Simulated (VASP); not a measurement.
# Sn (Im-3m) in VASP: further runs

Runs on Sn. Level: PBEsol. Tasks: single point.

All numbers are computed with VASP 6.6.1; they aren't measurements. Logs are shortened: lines on timing, memory, paths and dates and some standing lists are left out, and cuts for length are marked.

### Step 1. The cell of the first run

The structure is cubic, space group Im-3m (No. 229). Conventional cell: a = 3.725 Å, b = 3.725 Å, c = 3.725 Å, α = 90.00°, β = 90.00°, γ = 90.00°. Within 4.2 Å of Sn (site symmetry m-3m) lie 14 Sn at 3.23 to 3.73 Å.

### Step 2. Single point, PBEsol

Contents of INCAR:

```
PREC     = Accurate       # precision mode
ENCUT    = 520            # plane-wave cutoff, eV
EDIFF    = 1E-6           # SCF threshold, eV
ISMEAR   = -1             # smearing method
SIGMA    = 0.1            # smearing width, eV
LREAL    = False          # projectors in reciprocal space
LASPH    = True           # aspherical terms in the spheres
NELM     = 100            # most SCF steps
ALGO     = Normal         # electronic algorithm
ISIF     = 2              # what is computed and relaxed
LWAVE    = False          # write WAVECAR
LCHARG   = False          # write CHGCAR
GGA      = PS             # functional
NBANDS   = 13             # bands
```

Contents of KPOINTS:

```
Automatic mesh
0
Gamma
  11 11 11
```

Contents of POSCAR:

```
Sn
1.0
   -1.8625310832      1.8625310832      1.8625310832
    1.8625310832     -1.8625310832      1.8625310832
    1.8625310832      1.8625310832     -1.8625310832
Sn
1
Direct
    0.0000000000      0.0000000000      0.0000000000
```

Potentials or basis: VASP PAW PBE potentials, release 64 (Sn_d).

Run with:

```sh
$ cat potpaw_PBE.64/Sn_d/POTCAR > POTCAR
$ mpirun -np 1 vasp_std > vasp.out
```

OUTCAR:

```text
PREC = Accurate
   ENCUT = 520
   EDIFF = 1E-6
   ISMEAR = -1
   LREAL = False
   LASPH = True
   NELM = 100
   ISIF = 2
   GGA = PS

 ion  position               nearest neighbor table
   1  0.000  0.000  0.000-

  LATTYP: Found a body centered cubic cell.
 ALAT       =     3.7250621664

  Lattice vectors:

 A1 = (  -1.8625310832,   1.8625310832,   1.8625310832)
 A2 = (   1.8625310832,  -1.8625310832,   1.8625310832)
 A3 = (   1.8625310832,   1.8625310832,  -1.8625310832)

Analysis of symmetry for initial positions (statically):
=====================================================================
 Subroutine PRICEL returns:
 Original cell was already a primitive cell.

 Routine SETGRP: Setting up the symmetry group for a
 body centered cubic supercell.

 Subroutine GETGRP returns: Found 48 space group operations
 (whereof 48 operations were pure point group operations)
 out of a pool of 48 trial point group operations.

The static configuration has the point symmetry O_h .

Analysis of symmetry for dynamics (positions and initial velocities):
=====================================================================
 Subroutine PRICEL returns:
 Original cell was already a primitive cell.

 Routine SETGRP: Setting up the symmetry group for a
 body centered cubic supercell.

 Subroutine GETGRP returns: Found 48 space group operations
 (whereof 48 operations were pure point group operations)
 out of a pool of 48 trial point group operations.

The dynamic configuration has the point symmetry O_h .

 Subroutine INISYM returns: Found 48 space group operations
 (whereof 48 operations are pure point group operations),
 and found     1 'primitive' translations

----------------------------------------------------------------------------------------

                                     Primitive cell

  volume of cell :      25.8446

  direct lattice vectors                    reciprocal lattice vectors
    -1.862531083  1.862531083  1.862531083     0.000000000  0.268451896  0.268451896
     1.862531083 -1.862531083  1.862531083     0.268451896  0.000000000  0.268451896
     1.862531083  1.862531083 -1.862531083     0.268451896  0.268451896  0.000000000

  length of vectors
     3.225998467  3.225998467  3.225998467     0.379648312  0.379648312  0.379648312

[... 82 lines left out ...]
   IBRION =     -1    ionic relax: 0-MD 1-quasi-New 2-CG
   NFREE  =      0    steps in history (QN), initial steepest desc. (CG)
   ISIF   =      2    stress and relaxation
   ISYM   =      2    0-nonsym 1-usesym 2-fastsym
   POTIM  = 0.5000    time-step for ionic-motion
   TEBEG  =    0.0;   TEEND  =   0.0 temperature during run
   PSTRESS=    0.0 pullay stress
   NELECT =      14.0000    total number of electrons
   NUPDOWN=      -1.0000    fix difference up-down
   EMIN   =  10.00;   EMAX   =-10.00  energy-range for DOS
   EFERMI =   0.00;   METHOD = LEGACY
   ISMEAR =    -1;   SIGMA  =   0.10  broadening in eV -4-tet -1-fermi 0-gaus
   EFERMI_NEDOS =   21; number of points for ismear=-14 and -15
   IALGO  =     38    algorithm
   IMIX   =      4    mixing-type and parameters
     AMIX     =   0.40;   BMIX     =  1.00
     AMIX_MAG =   1.60;   BMIX_MAG =  1.00
  volume/ion in A,a.u.               =      25.84       174.41
  Fermi-wavevector in a.u.,A,eV,Ry     =   1.334527  2.521890 24.231458  1.780962
  Thomas-Fermi vector in A             =   2.463301
   LORBIT       =      0    0 simple, 1 ext, 2 COOP (PROOUT), +10 PAW based schemes
   GGA     = PS    functional components
   LHFCALC =     F    Hartree Fock is set to
   AEXX    =    0.0000 exact exchange contribution
   IVDW    =     0    specifies the selected vdW correction
   LEPSILON=     F    determine dielectric tensor
   LRPA    =     F    only Hartree local field effects (RPA)
 non-spin polarized calculation
  energy-cutoff  :      520.00
  volume of cell :       25.84
 maximum number of plane-waves:       711
   NGX = 11   NGY = 11   NGZ = 11

 number of electron      13.9999992 magnetization

 Free energy of the ion-electron system (eV)
  ---------------------------------------------------
  ext. energy  EPLUGINS =         0.00000000
  ---------------------------------------------------
  free energy    TOTEN  =        -4.23056719 eV

  energy without entropy =       -4.20989484  energy(sigma->0) =       -4.22023102

 E-fermi :   8.5490     XC(G=0): -10.7431

 val. band max:        8.5445002354   @ k =  -0.4545   0.4545   0.3636
 cond. band min:       8.6466558411   @ k =  -0.2727   0.4545   0.0909
 fundamental gap:      0.1021556057
 Fermi energy:         8.5490177833

 k-point     1 :       0.0000    0.0000    0.0000
  band No.  band energies     occupation
      1     -12.9196      2.00000
      2     -12.9196      2.00000
      3     -12.9196      2.00000
      4     -12.7568      2.00000
      5     -12.7568      2.00000
      6      -2.9220      2.00000
      7      16.9817      0.00000
      8      16.9817      0.00000
      9      16.9817      0.00000
     10      20.7771      0.00000
     11      20.7771      0.00000
     12      20.7771      0.00000
     13      21.6873      0.00000
[... 354 lines left out ...]
  band No.  band energies     occupation
      1     -12.9370      2.00000
      2     -12.8624      2.00000
      3     -12.7677      2.00000
      4     -12.7636      2.00000
      5     -12.7264      2.00000
      6       2.7302      2.00000
      7       4.8636      2.00000
      8       8.4025      1.62460
      9      10.7448      0.00000
     10      21.1424      0.00000
     11      23.0000      0.00000
     12      24.3368      0.00000
     13      24.7281      0.00000

 [... further k-points ...]

------------------------ aborting loop because EDIFF is reached ----------------------------------------

  FORCE on cell =-STRESS in cart. coord.  units (eV):
  Direction    XX          YY          ZZ          XY          YZ          ZX
  --------------------------------------------------------------------------------------
  -------------------------------------------------------------------------------------
  Total        0.1571804      0.1571804      0.1571804     -0.0000000     -0.0000000     -0.0000000
  in kB        9.7440270      9.7440270      9.7440270     -0.0000000     -0.0000000     -0.0000000
  external PRESSURE =       9.7440270 kB  Pullay stress =       0.0000000 kB

 VOLUME and BASIS-vectors are now :
 -----------------------------------------------------------------------------
  energy-cutoff  :      520.00
  volume of cell :       25.84
      direct lattice vectors                 reciprocal lattice vectors
    -1.862531083  1.862531083  1.862531083     0.000000000  0.268451896  0.268451896
     1.862531083 -1.862531083  1.862531083     0.268451896  0.000000000  0.268451896
     1.862531083  1.862531083 -1.862531083     0.268451896  0.268451896  0.000000000

 POSITION                                       TOTAL-FORCE (eV/Angst)
 -----------------------------------------------------------------------------------
      0.00000      0.00000      0.00000        -0.000000      0.000000      0.000000
 -----------------------------------------------------------------------------------
    total drift:                                0.000000      0.000000     -0.000000

  FREE ENERGIE OF THE ION-ELECTRON SYSTEM (eV)
  ---------------------------------------------------
  free  energy   TOTEN  =        -4.2305671946 eV

  energy  without entropy=       -4.2098948372  energy(sigma->0) =       -4.22023102
```

stdout:

```text
POSCAR found type information on POSCAR Sn
 POSCAR found :  1 types and       1 ions
 scaLAPACK will be used
 -----------------------------------------------------------------------------
|                                                                             |
|                                                                             |
|     You enforced a specific xc type in the INCAR file but a different       |
|     I HOPE YOU KNOW WHAT YOU ARE DOING!                                     |
|                                                                             |
 -----------------------------------------------------------------------------

 LDA part: xc-table for (Slater+PW92), standard interpolation
 POSCAR, INCAR and KPOINTS ok, starting setup
 FFT: planning ... GRIDC
 FFT: planning ... GRID_SOFT
 FFT: planning ... GRID
 WAVECAR not read
 entering main loop
```

It took 8.1 s on 1 thread of Intel Xeon Platinum 8259CL at 2.50GHz (Skylake/Cascade Lake), shared host; peak memory 0.14 GiB.

What came out:

```
Free energy            : -4.2306 eV
Pressure               : 1.0 GPa
Band gap on the k mesh : zero (band 7 reaches 16.98 eV, above the bottom of band 8 at 6.00 eV)
```

Caveat: the PAW data sets were made with another functional, which shifts forces and pressure a little; spin-orbit coupling is left out, which moves the levels of the heavy elements.

### Step 3. Single point, PBEsol

This run uses another cell than the first one, of 26.66 Å³/atom, 1.032 times its volume.

Contents of INCAR:

```
PREC = Accurate
ENCUT = 520
EDIFF = 1E-6
ISMEAR = -1
SIGMA = 0.1
LREAL = F
LASPH = T
NELM = 100
ALGO = Normal
ISIF = 2
LWAVE = F
LCHARG = T
GGA = PS
LELF = T
LVHAR = T
NBANDS = 13
```

KPOINTS is that of step 2.

Contents of POSCAR:

```
Sn
1.0
   -1.8819338450      1.8819338450      1.8819338450
    1.8819338450     -1.8819338450      1.8819338450
    1.8819338450      1.8819338450     -1.8819338450
Sn
1
Direct
    0.0000000000      0.0000000000      0.0000000000
```

Potentials or basis: VASP PAW PBE potentials, release 64 (Sn_d).

Run with:

```sh
$ cat potpaw_PBE.64/Sn_d/POTCAR > POTCAR
$ mpirun -np 1 vasp_std > vasp.out
```

OUTCAR:

```text
PREC = Accurate
   ENCUT = 520
   EDIFF = 1E-6
   ISMEAR = -1
   LREAL = F
   LASPH = T
   NELM = 100
   ISIF = 2
   GGA = PS

 ion  position               nearest neighbor table
   1  0.000  0.000  0.000-

  LATTYP: Found a body centered cubic cell.
 ALAT       =     3.7638676900

  Lattice vectors:

 A1 = (  -1.8819338450,   1.8819338450,   1.8819338450)
 A2 = (   1.8819338450,  -1.8819338450,   1.8819338450)
 A3 = (   1.8819338450,   1.8819338450,  -1.8819338450)

Analysis of symmetry for initial positions (statically):
=====================================================================
 Subroutine PRICEL returns:
 Original cell was already a primitive cell.

 Routine SETGRP: Setting up the symmetry group for a
 body centered cubic supercell.

 Subroutine GETGRP returns: Found 48 space group operations
 (whereof 48 operations were pure point group operations)
 out of a pool of 48 trial point group operations.

The static configuration has the point symmetry O_h .

Analysis of symmetry for dynamics (positions and initial velocities):
[... 168 lines left out ...]
      4     -13.1389      2.00000
      5     -13.1389      2.00000
      6      -3.0755      2.00000
      7      16.2955      0.00000
      8      16.2955      0.00000
      9      16.2955      0.00000
     10      20.3258      0.00000
     11      20.3258      0.00000
     12      20.3258      0.00000
     13      21.0615      0.00000
[... 354 lines left out ...]
  band No.  band energies     occupation
      1     -13.3020      2.00000
      2     -13.2336      2.00000
      3     -13.1491      2.00000
      4     -13.1454      2.00000
      5     -13.1108      2.00000
      6       2.3482      2.00000
      7       4.6098      2.00000
      8       8.0311      1.58273
      9      10.3318      0.00000
     10      20.4946      0.00000
     11      22.3146      0.00000
     12      23.6608      0.00000
     13      24.1330      0.00000

 [... further k-points ...]

------------------------ aborting loop because EDIFF is reached ----------------------------------------

  FORCE on cell =-STRESS in cart. coord.  units (eV):
  Direction    XX          YY          ZZ          XY          YZ          ZX
  --------------------------------------------------------------------------------------
  -------------------------------------------------------------------------------------
  Total       -0.1239609     -0.1239609     -0.1239609     -0.0000000      0.0000000      0.0000000
  in kB       -7.4494152     -7.4494152     -7.4494152     -0.0000000      0.0000000      0.0000000
  external PRESSURE =      -7.4494152 kB  Pullay stress =       0.0000000 kB

 VOLUME and BASIS-vectors are now :
 -----------------------------------------------------------------------------
  energy-cutoff  :      520.00
  volume of cell :       26.66
      direct lattice vectors                 reciprocal lattice vectors
    -1.881933845  1.881933845  1.881933845     0.000000000  0.265684153  0.265684153
     1.881933845 -1.881933845  1.881933845     0.265684153  0.000000000  0.265684153
     1.881933845  1.881933845 -1.881933845     0.265684153  0.265684153  0.000000000

 POSITION                                       TOTAL-FORCE (eV/Angst)
 -----------------------------------------------------------------------------------
      0.00000      0.00000      0.00000         0.000000      0.000000      0.000000
 -----------------------------------------------------------------------------------
    total drift:                               -0.000000      0.000000     -0.000000

  FREE ENERGIE OF THE ION-ELECTRON SYSTEM (eV)
  ---------------------------------------------------
  free  energy   TOTEN  =        -4.2313083150 eV

  energy  without entropy=       -4.2110795921  energy(sigma->0) =       -4.22119395
```

stdout:

```text
POSCAR found type information on POSCAR Sn
 POSCAR found :  1 types and       1 ions
 scaLAPACK will be used
 -----------------------------------------------------------------------------
|                                                                             |
|                                                                             |
|     You enforced a specific xc type in the INCAR file but a different       |
|     I HOPE YOU KNOW WHAT YOU ARE DOING!                                     |
|                                                                             |
 -----------------------------------------------------------------------------

 LDA part: xc-table for (Slater+PW92), standard interpolation
 POSCAR, INCAR and KPOINTS ok, starting setup
 FFT: planning ... GRIDC
 FFT: planning ... GRID_SOFT
 FFT: planning ... GRID
 WAVECAR not read
 entering main loop
```

Wall time 8 s (1 thread of Intel Xeon Platinum 8259CL at 2.50GHz (Skylake/Cascade Lake), shared host); peak memory 0.14 GiB.

What came out:

- Free energy: -4.2313 eV
- Pressure: -0.7 GPa
- Band gap on the k mesh: zero (band 7 reaches 16.30 eV, above the bottom of band 8 at 5.72 eV)

Levels at points of the mesh, in eV from the Fermi level:
```tsv
k point	band 3	band 4	band 5	band 6	band 7	band 8	band 9	band 10	band 11	band 12
(0.00, 0.00, 0.00)	-21.45	-21.30	-21.30	-11.24	8.13	8.13	8.13	12.16	12.16	12.16
```

Caveat: the PAW data sets were made with another functional, which shifts forces and pressure a little; spin-orbit coupling is left out, which moves the levels of the heavy elements.

(Continued in part 2 of 2.)
